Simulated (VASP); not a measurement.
# HC32 (a cell with a defect) in VASP: single point with PBE+D3(BJ)

Aim: the single point of HC32 (a cell with a defect) with PBE+D3(BJ).

Program: VASP 6.6.1. These are calculated values, not measurements. Logs are shortened: lines on timing, memory, paths and dates and some standing lists are left out, and cuts for length are marked.

## Step 1: The cell of the first run

The cell holds a defect, 33 atoms: a = 6.613 Å, b = 6.619 Å, c = 6.619 Å, α = 96.28°, β = 96.34°, γ = 96.34°.

## Step 2: Single point, PBE+D3(BJ), collinear spin

Input file INCAR:

```
SYSTEM = HC32
  PREC = Accurate
  ENCUT = 520
  EDIFF = 1E-7
  ISMEAR = 0
  SIGMA = 0.02
  LREAL = Auto
  LASPH = .True.
  NELM = 150
  ALGO = Normal
  ISIF = 2
  LWAVE = .False.
  LCHARG = .False.
  ISPIN = 2
  MAGMOM = 0.02 0.07 0.07 0.05 0.02 0.02 0.08 0.02 0.02 0.02 0.12 0.08 0.11 0.07 0.08 0.11 -0.02 -0.02 -0.02 -0.02 -0.02 -0.02 -0.02 -0.02 -0.02 -0.02 0 -0.02 -0.02 -0.02 -0.02 -0.02 0.08
  LORBIT = 11
  GGA = PE
  IVDW = 12
  NBANDS = 90
```

Input file KPOINTS:

```
Automatic mesh
0
Gamma
  2 2 2
  0.5 0.5 0.5
```

Input file POSCAR:

```
HC32
1.0
    5.6709571555      0.0000000000     -3.4026574436
   -2.8677434780     -4.9298468454     -3.3594911955
   -2.8677434780      4.9298468454     -3.3594911955
C H
32 1
Direct
    0.4188424889      0.0446033985      0.5427255668
    0.6639913200      0.7912055081      0.5390084239
    0.9389265842      0.5692807700      0.5692807700
    0.4200167630      0.2946813550      0.2946813550
    0.1772897542      0.3034818177      0.5518187415
    0.6617332041      0.0367521128      0.2855837781
    0.9130856210      0.7890684127      0.2887342081
    0.4188426055      0.5427254063      0.0446034408
    0.1772896547      0.5518186430      0.3034817193
    0.6617331046      0.2855837811      0.0367519130
    0.8987255722      0.0228476179      0.0228476179
    0.4175205400      0.7917490056      0.7917490056
    0.1658458898      0.7860263099      0.0407153265
    0.6639914367      0.5390084662      0.7912053476
    0.9130856040      0.2887344670      0.7890684687
    0.1658457732      0.0407153856      0.7860263689
    0.5811572882      0.9572745390      0.4553964731
    0.8341542200      0.7139736748      0.4592846268
    0.1012743848      0.4771524577      0.4771524577
    0.5799833105      0.2053186615      0.2053186615
    0.3382668694      0.2144161370      0.4632480051
    0.8227102390      0.9481813023      0.1965181946
    0.0869143892      0.7109314736      0.2112656468
    0.5811575043      0.4553966139      0.9572744770
    0.3382668694      0.4632479037      0.2144162384
    0.8227102390      0.1965182961      0.9481812009
    0.0610734453      0.9307192105      0.9307192105
    0.5824794895      0.7082509750      0.7082509750
    0.3360087094      0.7087944725      0.9609915567
    0.8341542200      0.4592846268      0.7139736748
    0.0869143892      0.2112655454      0.7109315750
    0.3360085928      0.9609915144      0.7087946330
    0.9999999836      0.7499999731      0.7499999731
```

Potentials or basis: VASP PAW PBE potentials, release 64 (C, H).

Run with:

```sh
$ cat potpaw_PBE.64/C/POTCAR potpaw_PBE.64/H/POTCAR > POTCAR
$ mpirun -np 1 vasp_std > vasp.out
```

OUTCAR:

```text
SYSTEM = HC32
   PREC = Accurate
   ENCUT = 520
   EDIFF = 1E-7
   ISMEAR = 0
   LREAL = Auto
   LASPH = .True.
   NELM = 150
   ISIF = 2
   ISPIN = 2
   LORBIT = 11
   GGA = PE
   IVDW = 12
 IVDW          = 12

 ion  position               nearest neighbor table
   1  0.419  0.045  0.543-  32 1.42  17 1.42  21 1.42
   2  0.664  0.791  0.539-  18 1.42  17 1.42  28 1.43
   3  0.939  0.569  0.569-  19 1.45  18 1.45  30 1.45
   4  0.420  0.295  0.295-  20 1.42  25 1.42  21 1.42
   5  0.177  0.303  0.552-  19 1.42  21 1.42  31 1.43
   6  0.662  0.037  0.286-  20 1.42  17 1.42  22 1.42
[... 24 lines left out ...]
  31  0.087  0.211  0.711-  16 1.41   5 1.43  15 1.43
  32  0.336  0.961  0.709-  16 1.42   1 1.42  12 1.43
  33  1.000  0.750  0.750-

  LATTYP: Found a base centered monoclinic cell.
 ALAT       =     8.8340554103
 B/A-ratio  =     1.1161005034
 C/A-ratio  =     0.7486322134
 COS(beta)  =    -0.1654005518

  Lattice vectors:

 A1 = (  -2.8677434780,  -4.9298468454,  -3.3594911955)
 A2 = (  -2.8677434780,   4.9298468454,  -3.3594911955)
 A3 = (   5.6709571555,   0.0000000000,  -3.4026574436)

Analysis of symmetry for initial positions (statically):
=====================================================================
 Subroutine PRICEL returns:
 Original cell was already a primitive cell.

 Routine SETGRP: Setting up the symmetry group for a
 base centered monoclinic supercell.

 Subroutine GETGRP returns: Found  4 space group operations
 (whereof  2 operations were pure point group operations)
 out of a pool of  4 trial point group operations.

The static configuration has the point symmetry C_1h.
 The point group associated with its full space group is C_2h.

Analysis of symmetry for dynamics (positions and initial velocities):
=====================================================================
 Subroutine PRICEL returns:
 Original cell was already a primitive cell.

 Routine SETGRP: Setting up the symmetry group for a
 base centered monoclinic supercell.

 Subroutine GETGRP returns: Found  4 space group operations
 (whereof  2 operations were pure point group operations)
 out of a pool of  4 trial point group operations.

The dynamic configuration has the point symmetry C_1h.
 The point group associated with its full space group is C_2h.

Analysis of structural, dynamic, and magnetic symmetry:
=====================================================================
 Subroutine PRICEL returns:
 Original cell was already a primitive cell.

 Routine SETGRP: Setting up the symmetry group for a
 base centered monoclinic supercell.

 Subroutine GETGRP returns: Found  2 space group operations
 (whereof  2 operations were pure point group operations)
 out of a pool of  4 trial point group operations.

The overall configuration has the point symmetry C_1h.

 Subroutine INISYM returns: Found  2 space group operations
 (whereof  2 operations are pure point group operations),
 and found     1 'primitive' translations

----------------------------------------------------------------------------------------

                                     Primitive cell

  volume of cell :     284.0526

  direct lattice vectors                    reciprocal lattice vectors
     5.670957156  0.000000000 -3.402657444     0.116610618  0.000000000 -0.099541663
    -2.867743478 -4.929846845 -3.359491195    -0.059054477 -0.101423029 -0.098421722
    -2.867743478  4.929846845 -3.359491195    -0.059054477  0.101423029 -0.098421722

  length of vectors
     6.613458455  6.619178474  6.619178474     0.153318554  0.153169506  0.153169506

  position of ions in fractional coordinates (direct lattice)
     0.418842489  0.044603399  0.542725567
     0.663991320  0.791205508  0.539008424
     0.938926584  0.569280770  0.569280770
     0.420016763  0.294681355  0.294681355
     0.177289754  0.303481818  0.551818741
     0.661733204  0.036752113  0.285583778
[... 25 lines left out ...]
     0.336008593  0.960991514  0.708794633
     0.999999984  0.749999973  0.749999973

  ion indices of the primitive-cell ions
[... 67 lines left out ...]
   number of dos      NEDOS =    301   number of ions     NIONS =     33
   total plane-waves  NPLWV = 125000
   dimension x,y,z NGX =    50 NGY =   50 NGZ =   50
   dimension x,y,z NGXF=   100 NGYF=  100 NGZF=  100
   ions per type =              32   1
   NGX,Y,Z   is equivalent  to a cutoff of  12.57, 12.56, 12.56 a.u.
   NGXF,Y,Z  is equivalent  to a cutoff of  25.14, 25.12, 25.12 a.u.
 SYSTEM =  HC32
   PREC   = accura    normal or accurate (medium, high low for compatibility)
   ISTART =      0    job   : 0-new  1-cont  2-samecut
   ICHARG =      2    charge: 1-file 2-atom 10-const
   ISPIN  =      2    spin polarized calculation?
   LNONCOLLINEAR =      F non collinear calculations
   LSORBIT =      F    spin-orbit coupling
   LASPH  =      T    aspherical Exc in radial PAW
   ENCUT  =  520.0 eV  38.22 Ry    6.18 a.u.  12.30 12.31 12.31*2*pi/ulx,y,z
   NELM   =    150;   NELMIN=  2; NELMDL= -5     # of ELM steps
   EDIFF  = 0.1E-06   stopping-criterion for ELM
   LREAL  =      T    real-space projection
   EDIFFG = 0.1E-05   stopping-criterion for IOM
   NSW    =      0    number of steps for IOM
   IBRION =     -1    ionic relax: 0-MD 1-quasi-New 2-CG
   NFREE  =      0    steps in history (QN), initial steepest desc. (CG)
   ISIF   =      2    stress and relaxation
   ISYM   =      2    0-nonsym 1-usesym 2-fastsym
   POTIM  = 0.5000    time-step for ionic-motion
   TEBEG  =    0.0;   TEEND  =   0.0 temperature during run
   PSTRESS=    0.0 pullay stress
   NELECT =     129.0000    total number of electrons
   NUPDOWN=      -1.0000    fix difference up-down
   EMIN   =  10.00;   EMAX   =-10.00  energy-range for DOS
   EFERMI =   0.00;   METHOD = LEGACY
   ISMEAR =     0;   SIGMA  =   0.02  broadening in eV -4-tet -1-fermi 0-gaus
   EFERMI_NEDOS =   21; number of points for ismear=-14 and -15
   IALGO  =     38    algorithm
   IMIX   =      4    mixing-type and parameters
     AMIX     =   0.40;   BMIX     =  1.00
     AMIX_MAG =   1.60;   BMIX_MAG =  1.00
  volume/ion in A,a.u.               =       8.61        58.09
  Fermi-wavevector in a.u.,A,eV,Ry     =   1.258361  2.377957 21.544438  1.583471
  Thomas-Fermi vector in A             =   2.391974
   LORBIT       =     11    0 simple, 1 ext, 2 COOP (PROOUT), +10 PAW based schemes
   GGA     = PE    functional components
   LHFCALC =     F    Hartree Fock is set to
   AEXX    =    0.0000 exact exchange contribution
   IVDW    =    12    specifies the selected vdW correction
   LEPSILON=     F    determine dielectric tensor
   LRPA    =     F    only Hartree local field effects (RPA)
 spin polarized calculation
 Gauss-broadening in eV      SIGMA  =   0.02
  energy-cutoff  :      520.00
  volume of cell :      284.05
 maximum number of plane-waves:      7645
 NGX is ok and might be reduce to    50
   NGX = 25   NGY = 25   NGZ = 25

 number of electron     128.9999994 magnetization       0.4999408

 Free energy of the ion-electron system (eV)
  ---------------------------------------------------
  ext. energy  EPLUGINS =         0.00000000
  ---------------------------------------------------
  free energy    TOTEN  =      -295.61832377 eV

  energy without entropy =     -295.61832013  energy(sigma->0) =     -295.61832195

 E-fermi :   5.1315     XC(G=0): -10.3542

 val. band max:        5.0773352822   @ k =   0.2500  -0.2500   0.2500
 cond. band min:       5.1857522910   @ k =   0.2500  -0.2500   0.2500
 fundamental gap:      0.1084170088
 Fermi energy:         5.1315437834

 spin component 1

 k-point     1 :       0.2500    0.2500    0.2500
  band No.  band energies     occupation
      1     -14.8282      1.00000
      2     -13.5500      1.00000
      3     -13.4687      1.00000
      4     -13.4389      1.00000
      5     -13.2357      1.00000
      6     -13.2227      1.00000
[... 226 lines left out ...]
     75       9.7323      0.00000
     76      10.0047      0.00000
 Fermi energy:         5.1315437834

 spin component 2

 k-point     1 :       0.2500    0.2500    0.2500
  band No.  band energies     occupation
      1     -14.8088      1.00000
      2     -13.5256      1.00000
      3     -13.4524      1.00000
      4     -13.4207      1.00000
      5     -13.2197      1.00000
      6     -13.2049      1.00000
[... 226 lines left out ...]
     75       9.7660      0.00000
     76      10.0558      0.00000
 [bands above 76 left out]

------------------------ aborting loop because EDIFF is reached ----------------------------------------

 Edisp (eV)   -5.13328

 E8    (eV) :    -1.4455

  FORCE on cell =-STRESS in cart. coord.  units (eV):
  Direction    XX          YY          ZZ          XY          YZ          ZX
  --------------------------------------------------------------------------------------
  -------------------------------------------------------------------------------------
  Total       0.71628     4.66861    -1.95999     0.00000     0.00000    -2.91551
  in kB       4.04011    26.33295   -11.05515     0.00000     0.00000   -16.44473
  external pressure =        6.44 kB  Pullay stress =        0.00 kB

 VOLUME and BASIS-vectors are now :
 -----------------------------------------------------------------------------
  energy-cutoff  :      520.00
  volume of cell :      284.05
      direct lattice vectors                 reciprocal lattice vectors
     5.670957156  0.000000000 -3.402657444     0.116610618  0.000000000 -0.099541663
    -2.867743478 -4.929846845 -3.359491195    -0.059054477 -0.101423029 -0.098421722
    -2.867743478  4.929846845 -3.359491195    -0.059054477  0.101423029 -0.098421722

 POSITION                                       TOTAL-FORCE (eV/Angst)
 -----------------------------------------------------------------------------------
      0.69093      2.45567     -3.39830        -0.004256      0.007161     -0.003069
     -0.04925     -1.24329     -6.72818         0.008231      0.001715      0.000899
      2.05951      0.00000     -7.01983         0.000054      0.000000     -0.014696
      0.69176      0.00000     -3.40913        -0.007429      0.000000      0.008667
     -1.44738      1.22426     -3.47663        -0.002808     -0.010077     -0.002962
      2.82828      1.22670     -3.33454         0.001128      0.000214     -0.002742
[... 25 lines left out ...]
     -2.88303     -1.24329     -6.75295        -0.008235      0.001724     -0.000900
      1.36934      0.00000     -8.44189        -0.000000      0.000000     -0.000002
 -----------------------------------------------------------------------------------
    total drift:                               -0.000005      0.000102      0.000000

  FREE ENERGIE OF THE ION-ELECTRON SYSTEM (eV)
  ---------------------------------------------------
  free  energy   TOTEN  =      -300.7515998912 eV

  energy  without entropy=     -300.7515962527  energy(sigma->0) =     -300.75159807

 total charge

# of ion       s       p       d       tot
------------------------------------------
    1        0.864   1.791   0.000   2.655
    2        0.863   1.793   0.000   2.656
    3        0.846   1.756   0.000   2.602
    4        0.864   1.794   0.000   2.657
    5        0.863   1.787   0.000   2.649
    6        0.864   1.790   0.000   2.654
[... 25 lines left out ...]
   32        0.863   1.793   0.000   2.656
   33        0.433   0.023   0.000   0.456
--------------------------------------------------
tot         28.019  57.141   0.000  85.160

 magnetization (x)

# of ion       s       p       d       tot
------------------------------------------
    1       -0.000   0.002   0.000   0.002
    2        0.001   0.015   0.000   0.015
    3        0.000   0.002   0.000   0.002
    4        0.000   0.006   0.000   0.007
    5       -0.000  -0.002   0.000  -0.002
    6        0.000   0.005   0.000   0.006
[... 25 lines left out ...]
   32        0.001   0.015   0.000   0.015
   33        0.040   0.001   0.000   0.041
--------------------------------------------------
tot          0.051   0.229   0.000   0.280
```

Run time: 4.3 min. Hardware: 1 thread of Intel Xeon Platinum 8259CL at 2.50GHz (Skylake/Cascade Lake), shared host; peak memory 0.51 GiB.

What came out:

* Free energy: -300.7516 eV
* Pressure: 0.6 GPa
* Largest force: 0.015 eV/Å
* Net moment: 0.50 μB per cell
* Site moments: C +0.00, +0.01, -0.00, +0.03 (each value once); H +0.04 μB
* Valence electrons inside the program's atomic spheres: C 2.65, 2.66, 2.60, 2.63, 2.64 (each value once); H 0.46
* Dispersion energy per atom: -0.156 eV

Forces in eV/Å, atoms in the order of the input:
```
C   -0.004  0.007 -0.003
C    0.008  0.002  0.001
C    0.000  0.000 -0.015
C   -0.007  0.000  0.009
C   -0.003 -0.010 -0.003
C    0.001  0.000 -0.003
C    0.002  0.008 -0.004
C   -0.004 -0.007 -0.003
C   -0.003  0.010 -0.003
C    0.001  0.000 -0.003
C   -0.007  0.000 -0.003
C    0.008  0.000 -0.008
C    0.003  0.007 -0.013
C    0.008 -0.002  0.001
C    0.002 -0.008 -0.004
C    0.003 -0.007 -0.013
C    0.004  0.007  0.003
C   -0.003 -0.007  0.013
C    0.007  0.000  0.003
C    0.007  0.000 -0.009
C   -0.001  0.000  0.003
C    0.003 -0.010  0.003
C   -0.002 -0.008  0.004
C    0.004 -0.007  0.003
C   -0.001  0.000  0.003
C    0.003  0.010  0.003
C    0.000  0.000  0.015
C   -0.008  0.000  0.008
C   -0.008 -0.002 -0.001
C   -0.003  0.007  0.013
C   -0.002  0.008  0.004
C   -0.008  0.002 -0.001
H    0.000  0.000  0.000
```

Caveat: the k points lie up to 0.48 Å⁻¹ apart.
